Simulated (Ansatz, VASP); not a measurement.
# One calculation of NaCl, two programs

```xyz
2
Lattice="0.0000 2.8100 2.8100 2.8100 0.0000 2.8100 2.8100 2.8100 0.0000" Properties=species:S:1:pos:R:3 pbc="T T T"
Na    0.0000    0.0000    0.0000
Cl    2.8100    2.8100    2.8100
```

Alike in both runs: task relaxation of cell and atoms; functional LDA; k mesh 14 × 14 × 14; occupations fermi-dirac, width 0.1 eV; no spin polarisation.

|  | VASP | Ansatz |
| --- | --- | --- |
| version | VASP 6.6.1 | Ansatz 0.2.0 |
| potentials or method | VASP PAW LDA potentials, release 64 (Na_pv, Cl) | PAW with Ansatz's default frozen-core files, scalar-relativistic |
| plane-wave cutoff (eV) | 600 | 420 |
| valence electrons in the cell | 14 | 16 |

```tsv
	VASP	Ansatz	Ansatz less VASP
relaxed volume (Å³/atom)	20.41	20.40	-0.011
relaxed cell length with the largest relative difference (Å)	3.865	3.864	-0.0007
```

LDA's correlation is that of Perdew and Zunger in VASP and of Perdew and Wang (1992) in Ansatz. VASP's potentials hold 14 valence electrons a cell and Ansatz's 16, so a difference there can come from the potentials and not from the codes.
